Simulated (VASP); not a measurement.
# Yb (Fm-3m) in VASP: further runs

Yb is run at these levels: LDA; tasks: single point.

Program: VASP 6.6.1. These are calculated values, not measurements. Logs are shortened: lines on timing, memory, paths and dates and some standing lists are left out, and cuts for length are marked.

## Step 1: The cell of the first run

It takes space group Fm-3m (No. 225, cubic). Conventional cell: a = 4.914 Å, b = 4.914 Å, c = 4.914 Å, α = 90.00°, β = 90.00°, γ = 90.00°. Within 4.6 Å of Yb (site symmetry m-3m) lie 12 Yb at 3.47 Å.

## Step 2: Single point, LDA

File INCAR:

```
PREC     = Accurate       # precision mode
ENCUT    = 520            # plane-wave cutoff, eV
EDIFF    = 1E-6           # SCF threshold, eV
ISMEAR   = -1             # smearing method
SIGMA    = 0.03           # smearing width, eV
LREAL    = False          # projectors in reciprocal space
LASPH    = True           # aspherical terms in the spheres
NELM     = 60             # most SCF steps
ALGO     = Normal         # electronic algorithm
ISIF     = 2              # what is computed and relaxed
LWAVE    = False          # write WAVECAR
LCHARG   = True           # write CHGCAR
GGA      = CA             # functional
LELF     = True           # ELF
LVHAR    = True         
NBANDS   = 18             # bands
```

File KPOINTS:

```
regular mesh
0
Gamma
  11 11 11
```

File POSCAR:

```
Yb
1.0
    0.0000000000      2.4569516026      2.4569516026
    2.4569516026      0.0000000000      2.4569516026
    2.4569516026      2.4569516026      0.0000000000
Yb
1
Direct
    0.0000000000      0.0000000000      0.0000000000
```

Potentials or basis: VASP PAW PBE potentials, release 64 (Yb).

Started as:

```console
cat potpaw_PBE.64/Yb/POTCAR > POTCAR
mpirun -np 1 vasp_std > vasp.out
```

OUTCAR:

```text
PREC = Accurate
   ENCUT = 520
   EDIFF = 1E-6
   ISMEAR = -1
   LREAL = False
   LASPH = True
   NELM = 60
   ISIF = 2
   GGA = CA

 ion  position               nearest neighbor table
   1  0.000  0.000  0.000-

  LATTYP: Found a face centered cubic cell.
 ALAT       =     4.9139032052

  Lattice vectors:

 A1 = (   0.0000000000,   2.4569516026,   2.4569516026)
 A2 = (   2.4569516026,   0.0000000000,   2.4569516026)
 A3 = (   2.4569516026,   2.4569516026,   0.0000000000)

Analysis of symmetry for initial positions (statically):
=====================================================================
 Subroutine PRICEL returns:
 Original cell was already a primitive cell.

 Routine SETGRP: Setting up the symmetry group for a
 face centered cubic supercell.

 Subroutine GETGRP returns: Found 48 space group operations
 (whereof 48 operations were pure point group operations)
 out of a pool of 48 trial point group operations.

The static configuration has the point symmetry O_h .

Analysis of symmetry for dynamics (positions and initial velocities):
=====================================================================
 Subroutine PRICEL returns:
 Original cell was already a primitive cell.

 Routine SETGRP: Setting up the symmetry group for a
 face centered cubic supercell.

 Subroutine GETGRP returns: Found 48 space group operations
 (whereof 48 operations were pure point group operations)
 out of a pool of 48 trial point group operations.

The dynamic configuration has the point symmetry O_h .

 Subroutine INISYM returns: Found 48 space group operations
 (whereof 48 operations are pure point group operations),
 and found     1 'primitive' translations

----------------------------------------------------------------------------------------

                                     Primitive cell

  volume of cell :      29.6633

  direct lattice vectors                    reciprocal lattice vectors
     0.000000000  2.456951603  2.456951603    -0.203504212  0.203504212  0.203504212
     2.456951603  0.000000000  2.456951603     0.203504212 -0.203504212  0.203504212
     2.456951603  2.456951603  0.000000000     0.203504212  0.203504212 -0.203504212

  length of vectors
     3.474654278  3.474654278  3.474654278     0.352479635  0.352479635  0.352479635
[... 72 lines left out ...]
   ICHARG =      2    charge: 1-file 2-atom 10-const
   ISPIN  =      1    spin polarized calculation?
   LNONCOLLINEAR =      F non collinear calculations
   LSORBIT =      F    spin-orbit coupling
   LASPH  =      T    aspherical Exc in radial PAW
   ENCUT  =  520.0 eV  38.22 Ry    6.18 a.u.   6.46  6.46  6.46*2*pi/ulx,y,z
   NELM   =     60;   NELMIN=  2; NELMDL= -5     # of ELM steps
   EDIFF  = 0.1E-05   stopping-criterion for ELM
   LREAL  =      F    real-space projection
   EDIFFG = 0.1E-04   stopping-criterion for IOM
   NSW    =      0    number of steps for IOM
   IBRION =     -1    ionic relax: 0-MD 1-quasi-New 2-CG
   NFREE  =      0    steps in history (QN), initial steepest desc. (CG)
   ISIF   =      2    stress and relaxation
   ISYM   =      2    0-nonsym 1-usesym 2-fastsym
   POTIM  = 0.5000    time-step for ionic-motion
   TEBEG  =    0.0;   TEEND  =   0.0 temperature during run
   PSTRESS=    0.0 pullay stress
   NELECT =      24.0000    total number of electrons
   NUPDOWN=      -1.0000    fix difference up-down
   EMIN   =  10.00;   EMAX   =-10.00  energy-range for DOS
   EFERMI =   0.00;   METHOD = LEGACY
   ISMEAR =    -1;   SIGMA  =   0.03  broadening in eV -4-tet -1-fermi 0-gaus
   EFERMI_NEDOS =   21; number of points for ismear=-14 and -15
   IALGO  =     38    algorithm
   IMIX   =      4    mixing-type and parameters
     AMIX     =   0.40;   BMIX     =  1.00
     AMIX_MAG =   1.60;   BMIX_MAG =  1.00
  volume/ion in A,a.u.               =      29.66       200.18
  Fermi-wavevector in a.u.,A,eV,Ry     =   1.525476  2.882731 31.661795  2.327076
  Thomas-Fermi vector in A             =   2.633641
   LORBIT       =      0    0 simple, 1 ext, 2 COOP (PROOUT), +10 PAW based schemes
   GGA     = CA    functional components
   LHFCALC =     F    Hartree Fock is set to
   AEXX    =    0.0000 exact exchange contribution
   IVDW    =     0    specifies the selected vdW correction
   LEPSILON=     F    determine dielectric tensor
   LRPA    =     F    only Hartree local field effects (RPA)
 non-spin polarized calculation
  energy-cutoff  :      520.00
  volume of cell :       29.66
 maximum number of plane-waves:       821
 NGX is ok and might be reduce to    28
   NGX = 13   NGY = 13   NGZ = 13

 number of electron      24.0000001 magnetization

 Free energy of the ion-electron system (eV)
  ---------------------------------------------------
  ext. energy  EPLUGINS =         0.00000000
  ---------------------------------------------------
  free energy    TOTEN  =        -4.18123011 eV

  energy without entropy =       -4.17698463  energy(sigma->0) =       -4.17910737

 E-fermi :   1.8568     XC(G=0): -10.6666

 val. band max:        1.8476893909   @ k =  -0.2727   0.4545   0.1818
 cond. band min:       1.8839675656   @ k =  -0.4545   0.4545   0.0909
 fundamental gap:      0.0362781747
 Fermi energy:         1.8567963433

 k-point     1 :       0.0000    0.0000    0.0000
  band No.  band energies     occupation
      1     -49.3954      2.00000
      2     -21.6076      2.00000
      3     -21.6076      2.00000
      4     -21.6076      2.00000
      5      -3.6175      2.00000
      6       1.2869      2.00000
[... 481 lines left out ...]
      5      -1.3951      2.00000
      6       1.3191      2.00000
[... 10 lines left out ...]
     17       8.6873      0.00000
     18      13.2396      0.00000

 [... further k-points ...]

------------------------ aborting loop because EDIFF is reached ----------------------------------------

  FORCE on cell =-STRESS in cart. coord.  units (eV):
  Direction    XX          YY          ZZ          XY          YZ          ZX
  --------------------------------------------------------------------------------------
  -------------------------------------------------------------------------------------
  Total        0.2137311      0.2137311      0.2137311      0.0000000      0.0000000      0.0000000
  in kB       11.5440603     11.5440603     11.5440603      0.0000000      0.0000000      0.0000000
  external PRESSURE =      11.5440603 kB  Pullay stress =       0.0000000 kB

 VOLUME and BASIS-vectors are now :
 -----------------------------------------------------------------------------
  energy-cutoff  :      520.00
  volume of cell :       29.66
      direct lattice vectors                 reciprocal lattice vectors
     0.000000000  2.456951603  2.456951603    -0.203504212  0.203504212  0.203504212
     2.456951603  0.000000000  2.456951603     0.203504212 -0.203504212  0.203504212
     2.456951603  2.456951603  0.000000000     0.203504212  0.203504212 -0.203504212

 POSITION                                       TOTAL-FORCE (eV/Angst)
 -----------------------------------------------------------------------------------
      0.00000      0.00000      0.00000         0.000000     -0.000000     -0.000000
 -----------------------------------------------------------------------------------
    total drift:                               -0.000000     -0.000000     -0.000000

  FREE ENERGIE OF THE ION-ELECTRON SYSTEM (eV)
  ---------------------------------------------------
  free  energy   TOTEN  =        -4.1812301071 eV

  energy  without entropy=       -4.1769846287  energy(sigma->0) =       -4.17910737
```

OSZICAR:

```text
N       E                     dE             d eps       ncg     rms          rms(c)
DAV:   1     0.109554558707E+03    0.10955E+03   -0.86349E+03  2530   0.905E+03
DAV:   2     0.104718758035E+02   -0.99083E+02   -0.95886E+02  2588   0.557E+02
DAV:   3    -0.179664774104E+01   -0.12269E+02   -0.12071E+02  2966   0.117E+02
DAV:   4    -0.408865144966E+01   -0.22920E+01   -0.22753E+01  3970   0.370E+01
DAV:   5    -0.420184824903E+01   -0.11320E+00   -0.11304E+00  3526   0.106E+01    0.198E+01
DAV:   6    -0.419002005988E+01    0.11828E-01   -0.68439E-02  3432   0.448E+00    0.117E+01
DAV:   7    -0.435198210312E+01   -0.16196E+00   -0.76114E-01  2408   0.234E+01    0.108E+01
DAV:   8    -0.418337735521E+01    0.16860E+00   -0.31180E-01  2280   0.264E+01    0.995E-01
DAV:   9    -0.418197885945E+01    0.13985E-02   -0.10408E-02  3216   0.250E+00    0.593E-01
DAV:  10    -0.418170976705E+01    0.26909E-03   -0.11263E-03  3744   0.673E-01    0.480E-01
DAV:  11    -0.418196786047E+01   -0.25809E-03   -0.90020E-04  2790   0.601E-01    0.628E-01
DAV:  12    -0.418141331538E+01    0.55455E-03   -0.65061E-04  2964   0.849E-01    0.241E-01
DAV:  13    -0.418136188577E+01    0.51430E-04   -0.33527E-05  3744   0.146E-01    0.214E-01
DAV:  14    -0.418136919977E+01   -0.73140E-05   -0.37000E-06  2762   0.225E-02    0.224E-01
DAV:  15    -0.418123671157E+01    0.13249E-03   -0.28814E-04  2598   0.561E-01    0.103E-01
DAV:  16    -0.418123095032E+01    0.57613E-05   -0.18604E-05  3734   0.121E-01    0.713E-02
DAV:  17    -0.418123010712E+01    0.84319E-06   -0.32805E-06  2512   0.371E-02
   1 F= -.41812301E+01 E0= -.41791074E+01  d E =-.424548E-02
```

Wall time 61 s (1 thread of AMD EPYC 7R13, shared host); peak memory 0.14 GiB.

What came out:

```yaml
Free_energy: -4.1812 eV
Pressure: 1.2 GPa
Band_gap_on_the_k_mesh: zero (bands 12 and 13 overlap by 0.14 eV)
```

Caveat: the PAW data sets were made with another functional, which shifts forces and pressure a little; spin-orbit coupling is left out, which moves the levels of the heavy elements. Spin polarisation is off, so any magnetic state and its effect on volume and gap are missing.

## Step 3: Single point, LDA

File INCAR:

```
SYSTEM = Yb
ALGO = Normal ; EDIFF = 1E-6
ENCUT = 520 ; GGA = CA
ISIF = 2 ; ISMEAR = -1
LASPH = .True. ; LCHARG = .False.
LREAL = .False. ; LWAVE = .False.
NBANDS = 18 ; NELM = 100
PREC = Accurate ; SIGMA = 0.2
```

File KPOINTS:

```
k-points
0
Gamma
  11 11 11
  0 0 0
```

POSCAR is that of step 2.

Potentials or basis: VASP PAW PBE potentials, release 64 (Yb).

Started as:

```console
cat potpaw_PBE.64/Yb/POTCAR > POTCAR
mpirun -np 1 vasp_std > vasp.out
```

OUTCAR:

```text
SYSTEM = Yb
   EDIFF = 1E-6
   ENCUT = 520
   GGA = CA
   ISIF = 2
   ISMEAR = -1
   LASPH = .True.
   LREAL = .False.
   NELM = 100
   PREC = Accurate

 ion  position               nearest neighbor table
   1  0.000  0.000  0.000-

  LATTYP: Found a face centered cubic cell.
 ALAT       =     4.9139032052

  Lattice vectors:

 A1 = (   0.0000000000,   2.4569516026,   2.4569516026)
 A2 = (   2.4569516026,   0.0000000000,   2.4569516026)
 A3 = (   2.4569516026,   2.4569516026,   0.0000000000)

Analysis of symmetry for initial positions (statically):
=====================================================================
 Subroutine PRICEL returns:
 Original cell was already a primitive cell.

 Routine SETGRP: Setting up the symmetry group for a
 face centered cubic supercell.

 Subroutine GETGRP returns: Found 48 space group operations
 (whereof 48 operations were pure point group operations)
 out of a pool of 48 trial point group operations.

The static configuration has the point symmetry O_h .

Analysis of symmetry for dynamics (positions and initial velocities):
=====================================================================
 Subroutine PRICEL returns:
 Original cell was already a primitive cell.

 Routine SETGRP: Setting up the symmetry group for a
 face centered cubic supercell.

 Subroutine GETGRP returns: Found 48 space group operations
 (whereof 48 operations were pure point group operations)
 out of a pool of 48 trial point group operations.

The dynamic configuration has the point symmetry O_h .

 Subroutine INISYM returns: Found 48 space group operations
 (whereof 48 operations are pure point group operations),
 and found     1 'primitive' translations

----------------------------------------------------------------------------------------

[... 103 lines left out ...]
   EMIN   =  10.00;   EMAX   =-10.00  energy-range for DOS
   EFERMI =   0.00;   METHOD = LEGACY
   ISMEAR =    -1;   SIGMA  =   0.20  broadening in eV -4-tet -1-fermi 0-gaus
   EFERMI_NEDOS =   21; number of points for ismear=-14 and -15
   IALGO  =     38    algorithm
   IMIX   =      4    mixing-type and parameters
     AMIX     =   0.40;   BMIX     =  1.00
     AMIX_MAG =   1.60;   BMIX_MAG =  1.00
  volume/ion in A,a.u.               =      29.66       200.18
  Fermi-wavevector in a.u.,A,eV,Ry     =   1.525476  2.882731 31.661795  2.327076
  Thomas-Fermi vector in A             =   2.633641
   LORBIT       =      0    0 simple, 1 ext, 2 COOP (PROOUT), +10 PAW based schemes
   GGA     = CA    functional components
   LHFCALC =     F    Hartree Fock is set to
   AEXX    =    0.0000 exact exchange contribution
   IVDW    =     0    specifies the selected vdW correction
   LEPSILON=     F    determine dielectric tensor
   LRPA    =     F    only Hartree local field effects (RPA)
 non-spin polarized calculation
  energy-cutoff  :      520.00
  volume of cell :       29.66
 maximum number of plane-waves:       821
 NGX is ok and might be reduce to    28
   NGX = 13   NGY = 13   NGZ = 13

 number of electron      24.0000001 magnetization

 Free energy of the ion-electron system (eV)
  ---------------------------------------------------
  ext. energy  EPLUGINS =         0.00000000
  ---------------------------------------------------
  free energy    TOTEN  =        -4.34516043 eV

  energy without entropy =       -3.98434038  energy(sigma->0) =       -4.16475041

 E-fermi :   1.9189     XC(G=0): -10.6821

 val. band max:        1.8978147465   @ k =  -0.4545   0.3636   0.0000
 cond. band min:       1.9812451007   @ k =  -0.3636   0.4545   0.0909
 fundamental gap:      0.0834303542
 Fermi energy:         1.9188568809

 k-point     1 :       0.0000    0.0000    0.0000
  band No.  band energies     occupation
      1     -49.6274      2.00000
      2     -21.7921      2.00000
      3     -21.7921      2.00000
      4     -21.7921      2.00000
      5      -3.6264      2.00000
      6       0.9152      1.98686
[... 481 lines left out ...]
      5      -1.4116      2.00000
      6       0.9560      1.98391
[... 10 lines left out ...]
     17       8.6009      0.00000
     18      13.1947      0.00000

 [... further k-points ...]

------------------------ aborting loop because EDIFF is reached ----------------------------------------

  FORCE on cell =-STRESS in cart. coord.  units (eV):
  Direction    XX          YY          ZZ          XY          YZ          ZX
  --------------------------------------------------------------------------------------
  -------------------------------------------------------------------------------------
  Total        0.0368328      0.0368328      0.0368328     -0.0000000     -0.0000000     -0.0000000
  in kB        1.9894169      1.9894169      1.9894169     -0.0000000     -0.0000000     -0.0000000
  external PRESSURE =       1.9894169 kB  Pullay stress =       0.0000000 kB

 VOLUME and BASIS-vectors are now :
 -----------------------------------------------------------------------------
  energy-cutoff  :      520.00
  volume of cell :       29.66
      direct lattice vectors                 reciprocal lattice vectors
     0.000000000  2.456951603  2.456951603    -0.203504212  0.203504212  0.203504212
     2.456951603  0.000000000  2.456951603     0.203504212 -0.203504212  0.203504212
     2.456951603  2.456951603  0.000000000     0.203504212  0.203504212 -0.203504212

 POSITION                                       TOTAL-FORCE (eV/Angst)
 -----------------------------------------------------------------------------------
      0.00000      0.00000      0.00000        -0.000000      0.000000      0.000000
 -----------------------------------------------------------------------------------
    total drift:                               -0.000000     -0.000000     -0.000000

  FREE ENERGIE OF THE ION-ELECTRON SYSTEM (eV)
  ---------------------------------------------------
  free  energy   TOTEN  =        -4.3451604349 eV

  energy  without entropy=       -3.9843403808  energy(sigma->0) =       -4.16475041
```

Run time: 83 s. Hardware: 1 thread of AMD EPYC 7R13, shared host; peak memory 0.14 GiB.

What came out:

| Item | Value |
| --- | --- |
| Free energy | -4.3452 eV |
| Pressure | 0.2 GPa |
| Band gap on the k mesh | zero (bands 12 and 13 overlap by 0.06 eV) |

Levels at points of the mesh, in eV from the Fermi level:
```tsv
k point	band 9	band 10	band 11	band 12	band 13	band 14	band 15	band 16
(0.00, 0.00, 0.00)	-0.88	-0.74	-0.74	-0.74	2.87	2.87	2.87	5.41
```

Caveat: the PAW data sets were made with another functional, which shifts forces and pressure a little; spin-orbit coupling is left out, which moves the levels of the heavy elements.

## Step 4: Single point, LDA

File INCAR:

```
SYSTEM = Yb
PREC     = Accurate       ! precision mode
ENCUT    = 520            ! plane-wave cutoff, eV
EDIFF    = 1E-6           ! SCF threshold, eV
ISMEAR   = -1             ! smearing method
SIGMA    = 0.3            ! smearing width, eV
LREAL    = .False.        ! projectors in reciprocal space
LASPH    = .True.         ! aspherical terms in the spheres
NELM     = 100            ! most SCF steps
ALGO     = Normal         ! electronic algorithm
ISIF     = 2              ! what is computed and relaxed
LWAVE    = .False.        ! write WAVECAR
LCHARG   = .False.        ! write CHGCAR
GGA      = CA             ! functional
NBANDS   = 18             ! bands
```

File KPOINTS:

```
regular mesh
0
Gamma
  11 11 11
  0 0 0
```

POSCAR is that of step 3.

Started as:

```console
cat potpaw_PBE.64/Yb/POTCAR > POTCAR
mpirun -np 1 vasp_std > vasp.out
```

It took 91 s on 1 thread of AMD EPYC 7R13, shared host; peak memory 0.14 GiB.

It converged, with:

| Item | Value |
| --- | --- |
| Free energy | -4.5654 eV |
| Pressure | 0.4 GPa |
| Band gap on the k mesh | zero (bands 12 and 13 overlap by 0.04 eV) |

Levels at points of the mesh, in eV from the Fermi level:
```csv
k point,band 10,band 11,band 12,band 13,band 14,band 15
"(0.00, 0.00, 0.00)",-1.04,-1.04,-1.04,2.82,2.82,2.82
```

Caveat: so wide a smearing shifts energies and pressures; the PAW data sets were made with another functional, which shifts forces and pressure a little; spin-orbit coupling is left out, which moves the levels of the heavy elements.

## Step 5: The runs side by side

```csv
smearing,gap on the mesh (eV),pressure (GPa)
fermi-dirac 0.03 eV,none,1.2
fermi-dirac 0.2 eV,none,0.2
fermi-dirac 0.3 eV,none,0.4
```

Alike in all rows: task single point; level LDA; potentials or basis VASP PAW PBE potentials, release 64 (Yb); no spin polarisation; cell as given; k mesh 11 × 11 × 11; cutoff (eV) 520.

Caveats: the PAW data sets were made with another functional, which shifts forces and pressure a little; spin-orbit coupling is left out, which moves the levels of the heavy elements; so wide a smearing shifts energies and pressures (at least some runs).

Total energies depend on the potentials used, so only differences within one code and one set of settings carry meaning.
